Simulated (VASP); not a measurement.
# YN (Fm-3m) in VASP: notebook

YN is run at these levels: LDA; tasks: single point.

Program: VASP 6.6.1. These are calculated values, not measurements. Logs are shortened: lines on timing, memory, paths and dates and some standing lists are left out, and cuts for length are marked.

## 1. The cell of the first run

The structure is cubic, space group Fm-3m (No. 225). The conventional cell has a = 4.821 Å, b = 4.821 Å, c = 4.821 Å, α = 90.00°, β = 90.00°, γ = 90.00°. Within 3.2 Å of Y (site symmetry m-3m) lie 6 N at 2.41 Å. Within 3.2 Å of N (site symmetry m-3m) lie 6 Y at 2.41 Å.

## 2. Single point, LDA

The input, INCAR:

```
PREC     = Accurate       # precision mode
ENCUT    = 600            # plane-wave cutoff, eV
EDIFF    = 1E-6           # SCF threshold, eV
ISMEAR   = 0              # smearing method
SIGMA    = 0.05           # smearing width, eV
LREAL    = False          # projectors in reciprocal space
LASPH    = True           # aspherical terms in the spheres
NELM     = 120            # most SCF steps
ALGO     = Normal         # electronic algorithm
ISIF     = 2              # what is computed and relaxed
LWAVE    = False          # write WAVECAR
LCHARG   = False          # write CHGCAR
GGA      = CA             # functional
NBANDS   = 15             # bands
GGA_COMPAT= False
```

The input, KPOINTS:

```
regular mesh
0
Gamma
  6 6 6
```

The input, POSCAR:

```
YN
1.0
    0.0000000000      2.4105456922      2.4105456922
    2.4105456922      0.0000000000      2.4105456922
    2.4105456922      2.4105456922      0.0000000000
Y N
1 1
Direct
    0.0000000000      0.0000000000      0.0000000000
    0.5000000000      0.5000000000      0.5000000000
```

Potentials or basis: VASP PAW LDA potentials, release 64 (Y_sv, N).

On the command line:

```
> cat potpaw_LDA.64/Y_sv/POTCAR potpaw_LDA.64/N/POTCAR > POTCAR
> mpirun -np 1 vasp_std > vasp.out
```

OUTCAR:

```text
PREC = Accurate
   ENCUT = 600
   EDIFF = 1E-6
   ISMEAR = 0
   LREAL = False
   LASPH = True
   NELM = 120
   ISIF = 2
   GGA = CA

 ion  position               nearest neighbor table
   1  0.000  0.000  0.000-   2 2.41   2 2.41   2 2.41   2 2.41   2 2.41   2 2.41
   2  0.500  0.500  0.500-   1 2.41   1 2.41   1 2.41   1 2.41   1 2.41   1 2.41

  LATTYP: Found a face centered cubic cell.
 ALAT       =     4.8210913844

  Lattice vectors:

 A1 = (   0.0000000000,   2.4105456922,   2.4105456922)
 A2 = (   2.4105456922,   0.0000000000,   2.4105456922)
 A3 = (   2.4105456922,   2.4105456922,   0.0000000000)

Analysis of symmetry for initial positions (statically):
=====================================================================
 Subroutine PRICEL returns:
 Original cell was already a primitive cell.

 Routine SETGRP: Setting up the symmetry group for a
 face centered cubic supercell.

 Subroutine GETGRP returns: Found 48 space group operations
 (whereof 48 operations were pure point group operations)
 out of a pool of 48 trial point group operations.

The static configuration has the point symmetry O_h .

Analysis of symmetry for dynamics (positions and initial velocities):
=====================================================================
 Subroutine PRICEL returns:
 Original cell was already a primitive cell.

 Routine SETGRP: Setting up the symmetry group for a
 face centered cubic supercell.

 Subroutine GETGRP returns: Found 48 space group operations
 (whereof 48 operations were pure point group operations)
 out of a pool of 48 trial point group operations.

The dynamic configuration has the point symmetry O_h .

 Subroutine INISYM returns: Found 48 space group operations
 (whereof 48 operations are pure point group operations),
 and found     1 'primitive' translations

----------------------------------------------------------------------------------------

                                     Primitive cell

  volume of cell :      28.0141

  direct lattice vectors                    reciprocal lattice vectors
     0.000000000  2.410545692  2.410545692    -0.207421913  0.207421913  0.207421913
     2.410545692  0.000000000  2.410545692     0.207421913 -0.207421913  0.207421913
     2.410545692  2.410545692  0.000000000     0.207421913  0.207421913 -0.207421913

  length of vectors
     3.409026411  3.409026411  3.409026411     0.359265293  0.359265293  0.359265293

  position of ions in fractional coordinates (direct lattice)
     0.000000000  0.000000000  0.000000000
     0.500000000  0.500000000  0.500000000

  ion indices of the primitive-cell ions
   primitive index   ion index
                 1           1
                 2           2

[... 75 lines left out ...]
   EMIN   =  10.00;   EMAX   =-10.00  energy-range for DOS
   EFERMI =   0.00;   METHOD = LEGACY
   ISMEAR =     0;   SIGMA  =   0.05  broadening in eV -4-tet -1-fermi 0-gaus
   EFERMI_NEDOS =   21; number of points for ismear=-14 and -15
   IALGO  =     38    algorithm
   IMIX   =      4    mixing-type and parameters
     AMIX     =   0.40;   BMIX     =  1.00
     AMIX_MAG =   1.60;   BMIX_MAG =  1.00
  volume/ion in A,a.u.               =      14.01        94.52
  Fermi-wavevector in a.u.,A,eV,Ry     =   1.358280  2.566778 25.101740  1.844926
  Thomas-Fermi vector in A             =   2.485127
   LORBIT       =      0    0 simple, 1 ext, 2 COOP (PROOUT), +10 PAW based schemes
   GGA     = CA    functional components
   LHFCALC =     F    Hartree Fock is set to
   AEXX    =    0.0000 exact exchange contribution
   IVDW    =     0    specifies the selected vdW correction
   LEPSILON=     F    determine dielectric tensor
   LRPA    =     F    only Hartree local field effects (RPA)
 non-spin polarized calculation
 Gauss-broadening in eV      SIGMA  =   0.05
  energy-cutoff  :      600.00
  volume of cell :       28.01
 maximum number of plane-waves:       941
   NGX = 13   NGY = 13   NGZ = 13

 number of electron      16.0000000 magnetization

 Free energy of the ion-electron system (eV)
  ---------------------------------------------------
  ext. energy  EPLUGINS =         0.00000000
  ---------------------------------------------------
  free energy    TOTEN  =       -19.87673917 eV

  energy without entropy =      -19.87595907  energy(sigma->0) =      -19.87634912

 E-fermi :   4.1999     XC(G=0): -11.7891

 val. band max:        4.1965491455   @ k =   0.0000   0.0000   0.0000
 cond. band min:       4.2032419939   @ k =   0.5000   0.5000   0.0000
 fundamental gap:      0.0066928484
 Fermi energy:         4.1998954566

 k-point     1 :       0.0000    0.0000    0.0000
  band No.  band energies     occupation
      1     -36.1727      2.00000
      2     -15.9007      2.00000
      3     -15.9007      2.00000
      4     -15.9007      2.00000
      5      -8.6074      2.00000
      6       4.1965      1.07542
      7       4.1965      1.07541
      8       4.1965      1.07541
      9       7.3052      0.00000
     10       7.3052      0.00000
     11       7.3052      0.00000
     12       8.7318      0.00000
     13       9.4357      0.00000
     14       9.4357      0.00000
[... 257 lines left out ...]
      2     -16.7602      2.00000
      3     -16.4497      2.00000
      4     -16.3686      2.00000
      5      -7.7394      2.00000
      6       2.3633      2.00000
      7       2.6923      2.00000
      8       2.8394      2.00000
      9       6.5658      0.00000
     10       9.9941      0.00000
     11      11.8421      0.00000
     12      12.4430      0.00000
     13      13.1398      0.00000
     14      16.3820      0.00000
     15      16.6719      0.00000

------------------------ aborting loop because EDIFF is reached ----------------------------------------

  FORCE on cell =-STRESS in cart. coord.  units (eV):
  Direction    XX          YY          ZZ          XY          YZ          ZX
  --------------------------------------------------------------------------------------
  -------------------------------------------------------------------------------------
  Total        0.0205784      0.0205784      0.0205784      0.0000000      0.0000000      0.0000000
  in kB        1.1769195      1.1769195      1.1769195      0.0000000      0.0000000      0.0000000
  external PRESSURE =       1.1769195 kB  Pullay stress =       0.0000000 kB

 VOLUME and BASIS-vectors are now :
 -----------------------------------------------------------------------------
  energy-cutoff  :      600.00
  volume of cell :       28.01
      direct lattice vectors                 reciprocal lattice vectors
     0.000000000  2.410545692  2.410545692    -0.207421913  0.207421913  0.207421913
     2.410545692  0.000000000  2.410545692     0.207421913 -0.207421913  0.207421913
     2.410545692  2.410545692  0.000000000     0.207421913  0.207421913 -0.207421913

 POSITION                                       TOTAL-FORCE (eV/Angst)
 -----------------------------------------------------------------------------------
      0.00000      0.00000      0.00000         0.000000      0.000000     -0.000000
      2.41055      2.41055      2.41055         0.000000      0.000000      0.000000
 -----------------------------------------------------------------------------------
    total drift:                                0.000000      0.000000      0.000000

  FREE ENERGIE OF THE ION-ELECTRON SYSTEM (eV)
  ---------------------------------------------------
  free  energy   TOTEN  =       -19.8767391670 eV

  energy  without entropy=      -19.8759590728  energy(sigma->0) =      -19.87634912
```

Run time: 5.8 s. Hardware: 1 thread of Intel Xeon 6975P-C (Granite Rapids), shared host; peak memory 0.16 GiB.

What came out:

```yaml
Free_energy: -19.8767 eV
Pressure: 0.1 GPa
Band_gap_on_the_k_mesh: 0.01 eV, indirect (least direct gap 0.35 eV)
```

## 3. Single point, LDA (volume scaled by 0.936 of the coarse rest volume)

The input, INCAR:

```
SYSTEM = YN
PREC = Accurate
ENCUT = 600
EDIFF = 1E-6
ISMEAR = -1
SIGMA = 0.15
LREAL = .FALSE.
LASPH = .TRUE.
NELM = 120
ALGO = Normal
ISIF = 2
LWAVE = .FALSE.
LCHARG = .TRUE.
GGA = CA
LELF = .TRUE.
LVHAR = .TRUE.
NBANDS = 15
GGA_COMPAT = .FALSE.
```

The input, KPOINTS:

```
Automatic mesh
0
G
  16 16 16
  0 0 0
```

The input, POSCAR:

```
YN
1.0
    0.0000000000      2.3580000000      2.3580000000
    2.3580000000      0.0000000000      2.3580000000
    2.3580000000      2.3580000000      0.0000000000
Y N
1 1
Direct
    0.0000000000      0.0000000000      0.0000000000
    0.5000000000      0.5000000000      0.5000000000
```

Potentials or basis: VASP PAW LDA potentials, release 64 (Y_sv, N).

On the command line:

```
> cat potpaw_LDA.64/Y_sv/POTCAR potpaw_LDA.64/N/POTCAR > POTCAR
> mpirun -np 1 vasp_std > vasp.out
```

Run time: 34 s. Hardware: 1 thread of Intel Xeon 6975P-C (Granite Rapids), shared host; peak memory 0.22 GiB.

It converged, with:

- Free energy: -19.8177 eV
- Pressure: 13.7 GPa
- Band gap on the k mesh: zero (band 8 reaches 4.61 eV, above the bottom of band 9 at 4.49 eV)

Levels at points of the mesh, in eV from the Fermi level:
```tsv
k point	band 5	band 6	band 7	band 8	band 9	band 10	band 11	band 12
(0.00, 0.00, 0.00)	-13.09	-0.12	-0.12	-0.12	3.09	3.09	3.09	5.08
(0.50, 0.00, 0.00)	-10.72	-4.57	-2.70	-2.70	6.10	6.87	6.87	7.28
(0.50, 0.50, 0.00)	-12.72	-1.33	-0.40	-0.40	-0.24	7.44	8.33	8.70
```

## 4. Single point, LDA (volume scaled by 1.000 of the coarse rest volume)

The input, INCAR:

```
SYSTEM = YN
ALGO = Normal
EDIFF = 1E-6
ENCUT = 600
GGA = CA
GGA_COMPAT = .False.
ISIF = 2
ISMEAR = -1
LASPH = .True.
LCHARG = .False.
LREAL = .False.
LWAVE = .False.
NBANDS = 15
NELM = 120
PREC = Accurate
SIGMA = 0.15
```

The input, KPOINTS:

```
k-points
0
Gamma
  16 16 16
  0 0 0
```

The input, POSCAR:

```
YN
1.0
    0.0000000000      2.4105000000      2.4105000000
    2.4105000000      0.0000000000      2.4105000000
    2.4105000000      2.4105000000      0.0000000000
Y N
1 1
Direct
    0.0000000000      0.0000000000      0.0000000000
    0.5000000000      0.5000000000      0.5000000000
```

On the command line:

```
> cat potpaw_LDA.64/Y_sv/POTCAR potpaw_LDA.64/N/POTCAR > POTCAR
> mpirun -np 1 vasp_std > vasp.out
```

It took 30 s on 1 thread of Intel Xeon 6975P-C (Granite Rapids), shared host; peak memory 0.22 GiB.

The run converged. Its results:

```yaml
Free_energy: -19.8910 eV
Pressure: 0.0 GPa
```

Levels at points of the mesh, in eV from the Fermi level:
| k point | band 4 | band 5 | band 6 | band 7 | band 8 | band 9 | band 10 | band 11 | band 12 | band 13 |
| --- | --- | --- | --- | --- | --- | --- | --- | --- | --- | --- |
| (0.00, 0.00, 0.00) | -20.24 | -12.96 | -0.16 | -0.16 | -0.16 | 2.97 | 2.97 | 2.97 | 4.39 | 5.10 |
| (0.50, 0.00, 0.00) | -20.34 | -10.93 | -4.41 | -2.54 | -2.54 | 5.71 | 6.43 | 6.43 | 6.81 | 10.50 |
| (0.50, 0.50, 0.00) | -20.63 | -12.53 | -1.55 | -0.50 | -0.50 | -0.14 | 6.96 | 7.55 | 8.09 | 8.09 |

## 5. The runs side by side

| cell | k mesh | smearing | gap on the mesh (eV) | pressure (GPa) |
| --- | --- | --- | --- | --- |
| a = 3.409 Å, angles 60.0°, 2 atoms | 6 × 6 × 6 | gaussian 0.05 eV | 0.01 | 0.1 |
| a = 3.335 Å, angles 60.0°, 2 atoms | 16 × 16 × 16 | fermi-dirac 0.15 eV | none | 13.7 |
| a = 3.409 Å, angles 60.0°, 2 atoms | 16 × 16 × 16 | fermi-dirac 0.15 eV | - | 0.0 |

Alike in all rows: task single point; level LDA; potentials or basis VASP PAW LDA potentials, release 64 (Y_sv, N); no spin polarisation; cutoff (eV) 600.

Total energies depend on the potentials used, so only differences within one code and one set of settings carry meaning.
